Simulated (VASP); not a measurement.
# KCl (I4mm) in VASP: further runs, part 2 of 2

VASP 6.6.1. Earlier steps stand in the parts before.

### Step 3. Single point, PBE (all K atoms moved +0.188 Å, as atom 1 along Cartesian [0 0 1])

INCAR

```
  PREC = Accurate
  ENCUT = 520
  EDIFF = 1E-7
  ISMEAR = 0
  SIGMA = 0.05
  LREAL = F
  LASPH = T
  NELM = 100
  ALGO = Normal
  ISIF = 2
  LWAVE = F
  LCHARG = F
  GGA = PE
  NBANDS = 15
```

KPOINTS

```
regular mesh
0
Gamma
  6 6 6
```

POSCAR

```
KCl
1.0
    0.0000000000      3.1561000000      3.1561000000
    3.1561000000      0.0000000000      3.1561000000
    3.1561000000      3.1561000000      0.0000000000
K Cl
1 1
Direct
    0.0297043820      0.0297043820     -0.0297043820
    0.5000000000      0.5000000000      0.5000000000
```

Potentials or basis: VASP PAW PBE potentials, release 64 (K_sv, Cl).

Started as:

```console
$ cat potpaw_PBE.64/K_sv/POTCAR potpaw_PBE.64/Cl/POTCAR > POTCAR
$ mpirun -np 1 vasp_std > vasp.out
```

OUTCAR:

```text
PREC = Accurate
   ENCUT = 520
   EDIFF = 1E-7
   ISMEAR = 0
   LREAL = F
   LASPH = T
   NELM = 100
   ISIF = 2
   GGA = PE

 ion  position               nearest neighbor table
   1  0.030  0.030  0.970-   2 2.97   2 3.16   2 3.16   2 3.16   2 3.16
   2  0.500  0.500  0.500-   1 2.97   1 3.16   1 3.16   1 3.16   1 3.16

  LATTYP: Found a face centered cubic cell.
 ALAT       =     6.3122000000

  Lattice vectors:

 A1 = (   0.0000000000,   3.1561000000,   3.1561000000)
 A2 = (   3.1561000000,   0.0000000000,   3.1561000000)
 A3 = (   3.1561000000,   3.1561000000,   0.0000000000)

Analysis of symmetry for initial positions (statically):
=====================================================================
 Subroutine PRICEL returns:
 Original cell was already a primitive cell.

 Routine SETGRP: Setting up the symmetry group for a
 face centered cubic supercell.

 Subroutine GETGRP returns: Found  8 space group operations
 (whereof  8 operations were pure point group operations)
 out of a pool of 48 trial point group operations.

The static configuration has the point symmetry C_4v.

Analysis of symmetry for dynamics (positions and initial velocities):
=====================================================================
 Subroutine PRICEL returns:
 Original cell was already a primitive cell.

 Routine SETGRP: Setting up the symmetry group for a
 face centered cubic supercell.

 Subroutine GETGRP returns: Found  8 space group operations
 (whereof  8 operations were pure point group operations)
 out of a pool of 48 trial point group operations.

The dynamic configuration has the point symmetry C_4v.

 Subroutine INISYM returns: Found  8 space group operations
 (whereof  8 operations are pure point group operations),
 and found     1 'primitive' translations

----------------------------------------------------------------------------------------

                                     Primitive cell

  volume of cell :      62.8756

  direct lattice vectors                    reciprocal lattice vectors
     0.000000000  3.156100000  3.156100000    -0.158423371  0.158423371  0.158423371
     3.156100000  0.000000000  3.156100000     0.158423371 -0.158423371  0.158423371
     3.156100000  3.156100000  0.000000000     0.158423371  0.158423371 -0.158423371

  length of vectors
     4.463399424  4.463399424  4.463399424     0.274397327  0.274397327  0.274397327

  position of ions in fractional coordinates (direct lattice)
     0.029704382  0.029704382  0.970295618
     0.500000000  0.500000000  0.500000000

  ion indices of the primitive-cell ions
   primitive index   ion index
                 1           1
                 2           2

----------------------------------------------------------------------------------------

 KPOINTS: regular mesh

Automatic generation of k-mesh.
 Grid dimensions read from file:
 generate k-points for:    6    6    6

 Generating k-lattice:

[... 21 lines left out ...]
  0.500000  0.000000  0.000000      4.000000
  0.166667  0.166667  0.000000      2.000000
  0.000000  0.166667  0.166667      4.000000
[... 16 lines left out ...]
  0.500000  0.333333  0.166667      8.000000
  0.166667  0.500000  0.333333      8.000000
 [... further k-points ...]
   k-points           NKPTS =     30   k-points in BZ     NKDIM =     30   number of bands    NBANDS=     15
   number of dos      NEDOS =    301   number of ions     NIONS =      2
   total plane-waves  NPLWV =  46656
   dimension x,y,z NGX =    36 NGY =   36 NGZ =   36
   dimension x,y,z NGXF=    72 NGYF=   72 NGZF=   72
   ions per type =               1   1
   NGX,Y,Z   is equivalent  to a cutoff of  13.41, 13.41, 13.41 a.u.
   NGXF,Y,Z  is equivalent  to a cutoff of  26.82, 26.82, 26.82 a.u.
 SYSTEM =  unknown system
   PREC   = accura    normal or accurate (medium, high low for compatibility)
   ISTART =      0    job   : 0-new  1-cont  2-samecut
   ICHARG =      2    charge: 1-file 2-atom 10-const
   ISPIN  =      1    spin polarized calculation?
   LNONCOLLINEAR =      F non collinear calculations
   LSORBIT =      F    spin-orbit coupling
   LASPH  =      T    aspherical Exc in radial PAW
   ENCUT  =  520.0 eV  38.22 Ry    6.18 a.u.   8.30  8.30  8.30*2*pi/ulx,y,z
   NELM   =    100;   NELMIN=  2; NELMDL= -5     # of ELM steps
   EDIFF  = 0.1E-06   stopping-criterion for ELM
   LREAL  =      F    real-space projection
   EDIFFG = 0.1E-05   stopping-criterion for IOM
   NSW    =      0    number of steps for IOM
   IBRION =     -1    ionic relax: 0-MD 1-quasi-New 2-CG
   NFREE  =      0    steps in history (QN), initial steepest desc. (CG)
   ISIF   =      2    stress and relaxation
   ISYM   =      2    0-nonsym 1-usesym 2-fastsym
   POTIM  = 0.5000    time-step for ionic-motion
   TEBEG  =    0.0;   TEEND  =   0.0 temperature during run
   PSTRESS=    0.0 pullay stress
   NELECT =      16.0000    total number of electrons
   NUPDOWN=      -1.0000    fix difference up-down
   EMIN   =  10.00;   EMAX   =-10.00  energy-range for DOS
   EFERMI =   0.00;   METHOD = LEGACY
   ISMEAR =     0;   SIGMA  =   0.05  broadening in eV -4-tet -1-fermi 0-gaus
   EFERMI_NEDOS =   21; number of points for ismear=-14 and -15
   IALGO  =     38    algorithm
   IMIX   =      4    mixing-type and parameters
     AMIX     =   0.40;   BMIX     =  1.00
     AMIX_MAG =   1.60;   BMIX_MAG =  1.00
  volume/ion in A,a.u.               =      31.44       212.15
  Fermi-wavevector in a.u.,A,eV,Ry     =   1.037419  1.960437 14.643101  1.076238
  Thomas-Fermi vector in A             =   2.171856
   LORBIT       =      0    0 simple, 1 ext, 2 COOP (PROOUT), +10 PAW based schemes
   GGA     = PE    functional components
   LHFCALC =     F    Hartree Fock is set to
   AEXX    =    0.0000 exact exchange contribution
   IVDW    =     0    specifies the selected vdW correction
   LEPSILON=     F    determine dielectric tensor
   LRPA    =     F    only Hartree local field effects (RPA)
 non-spin polarized calculation
 Gauss-broadening in eV      SIGMA  =   0.05
  energy-cutoff  :      520.00
  volume of cell :       62.88
 maximum number of plane-waves:      1711
 NGX is ok and might be reduce to    36
   NGX = 17   NGY = 17   NGZ = 17

 number of electron      16.0000000 magnetization

 Free energy of the ion-electron system (eV)
  ---------------------------------------------------
  ext. energy  EPLUGINS =         0.00000000
  ---------------------------------------------------
  free energy    TOTEN  =        -6.78247705 eV

  energy without entropy =       -6.78247705  energy(sigma->0) =       -6.78247705

 E-fermi :  -1.6157     XC(G=0):  -7.4965

 val. band max:       -1.8909604545   @ k =   0.0000   0.0000   0.0000
 cond. band min:       3.2736476635   @ k =   0.0000   0.0000   0.0000
 fundamental gap:      5.1646081180
 Fermi energy:        -1.6157421878

 k-point     1 :       0.0000    0.0000    0.0000
  band No.  band energies     occupation
      1     -29.0869      2.00000
      2     -14.0008      2.00000
      3     -12.5481      2.00000
      4     -12.5481      2.00000
      5     -12.5431      2.00000
      6      -1.8927      2.00000
      7      -1.8927      2.00000
      8      -1.8910      2.00000
      9       3.2736      0.00000
     10       6.5213      0.00000
     11       6.5345      0.00000
     12       6.5345      0.00000
     13       7.3831      0.00000
     14       7.4488      0.00000
[... 401 lines left out ...]
      2     -14.0647      2.00000
      3     -12.6070      2.00000
      4     -12.5889      2.00000
      5     -12.4280      2.00000
      6      -2.6227      2.00000
      7      -2.1907      2.00000
      8      -2.1868      2.00000
      9       5.6773      0.00000
     10       5.9030      0.00000
     11       8.0132      0.00000
     12       8.5292      0.00000
     13       8.6597      0.00000
     14       9.2988      0.00000
     15       9.8173      0.00000

 [... further k-points ...]

------------------------ aborting loop because EDIFF is reached ----------------------------------------

  FORCE on cell =-STRESS in cart. coord.  units (eV):
  Direction    XX          YY          ZZ          XY          YZ          ZX
  --------------------------------------------------------------------------------------
  -------------------------------------------------------------------------------------
  Total        0.2126423      0.2126423      0.5716276      0.0000000     -0.0000000      0.0000000
  in kB        5.4184866      5.4184866     14.5660415      0.0000000     -0.0000000      0.0000000
  external PRESSURE =       8.4676715 kB  Pullay stress =       0.0000000 kB

 VOLUME and BASIS-vectors are now :
 -----------------------------------------------------------------------------
  energy-cutoff  :      520.00
  volume of cell :       62.88
      direct lattice vectors                 reciprocal lattice vectors
     0.000000000  3.156100000  3.156100000    -0.158423371  0.158423371  0.158423371
     3.156100000  0.000000000  3.156100000     0.158423371 -0.158423371  0.158423371
     3.156100000  3.156100000  0.000000000     0.158423371  0.158423371 -0.158423371

 POSITION                                       TOTAL-FORCE (eV/Angst)
 -----------------------------------------------------------------------------------
      3.15610      3.15610      0.18750         0.000000      0.000000     -0.271188
      3.15610      3.15610      3.15610         0.000000      0.000000      0.271188
 -----------------------------------------------------------------------------------
    total drift:                               -0.000000     -0.000000      0.000100

  FREE ENERGIE OF THE ION-ELECTRON SYSTEM (eV)
  ---------------------------------------------------
  free  energy   TOTEN  =        -6.7824770544 eV

  energy  without entropy=       -6.7824770544  energy(sigma->0) =       -6.78247705
```

OSZICAR:

```text
N       E                     dE             d eps       ncg     rms          rms(c)
DAV:   1     0.946665936252E+02    0.94667E+02   -0.68018E+03   900   0.924E+02
DAV:   2    -0.785641530225E+00   -0.95452E+02   -0.89391E+02  1215   0.234E+02
DAV:   3    -0.672836068080E+01   -0.59427E+01   -0.59112E+01  1267   0.504E+01
DAV:   4    -0.707781638527E+01   -0.34946E+00   -0.34939E+00  1344   0.104E+01
DAV:   5    -0.708057503306E+01   -0.27586E-02   -0.27586E-02  1302   0.109E+00    0.337E+00
DAV:   6    -0.678401779292E+01    0.29656E+00   -0.43339E-01  1124   0.333E+00    0.274E+00
DAV:   7    -0.676873639205E+01    0.15281E-01   -0.10655E-01  1250   0.185E+00    0.158E+00
DAV:   8    -0.678116670086E+01   -0.12430E-01   -0.16675E-02  1126   0.968E-01    0.195E-01
DAV:   9    -0.678182779525E+01   -0.66109E-03   -0.90271E-04  1222   0.188E-01    0.102E-01
DAV:  10    -0.678246681969E+01   -0.63902E-03   -0.67556E-04   942   0.161E-01    0.212E-02
DAV:  11    -0.678247376976E+01   -0.69501E-05   -0.25440E-05  1285   0.301E-02    0.855E-03
DAV:  12    -0.678247634613E+01   -0.25764E-05   -0.26978E-06   991   0.116E-02    0.463E-03
DAV:  13    -0.678247708220E+01   -0.73607E-06   -0.11098E-06  1124   0.597E-03    0.155E-03
DAV:  14    -0.678247705441E+01    0.27790E-07   -0.21381E-07   962   0.320E-03
   1 F= -.67824771E+01 E0= -.67824771E+01  d E =-.215188E-16
```

stdout:

```text
POSCAR found type information on POSCAR K Cl
 POSCAR found :  2 types and       2 ions
 scaLAPACK will be used
 LDA part: xc-table for (Slater+PW92), standard interpolation
 POSCAR, INCAR and KPOINTS ok, starting setup
 FFT: planning ... GRIDC
 FFT: planning ... GRID_SOFT
 FFT: planning ... GRID
 WAVECAR not read
 entering main loop
```

It took 23 s on 1 thread of Intel Xeon Platinum 8488C (Sapphire Rapids), shared host; peak memory 0.21 GiB.

What came out:

```
Free energy            : -6.7825 eV
Pressure               : 0.8 GPa
Largest force          : 0.271 eV/Å
Band gap on the k mesh : 5.16 eV, direct
```

Forces in eV/Å, atoms in the order of the input:
```
K    0.000  0.000 -0.271
Cl   0.000  0.000  0.271
```

Levels at points of the mesh, in eV from the valence-band top:
```tsv
k point	band 4	band 5	band 6	band 7	band 8	band 9	band 10	band 11	band 12	band 13
(0.00, 0.00, 0.00)	-10.66	-10.65	0.00	0.00	0.00	5.16	8.41	8.43	8.43	9.27
(0.50, 0.00, 0.00)	-10.67	-10.41	-1.02	-0.31	-0.30	7.56	8.56	10.41	10.47	11.29
(0.50, 0.50, 0.00)	-10.71	-10.71	-0.63	-0.21	-0.21	6.56	8.33	9.56	10.27	11.15
(0.00, 0.50, 0.50)	-10.71	-10.69	-0.64	-0.23	-0.21	6.60	8.28	10.04	10.25	10.63
```

Caveat: the cell differs from its parent crystal (all K atoms moved +0.188 Å, as atom 1 along Cartesian [0 0 1]).
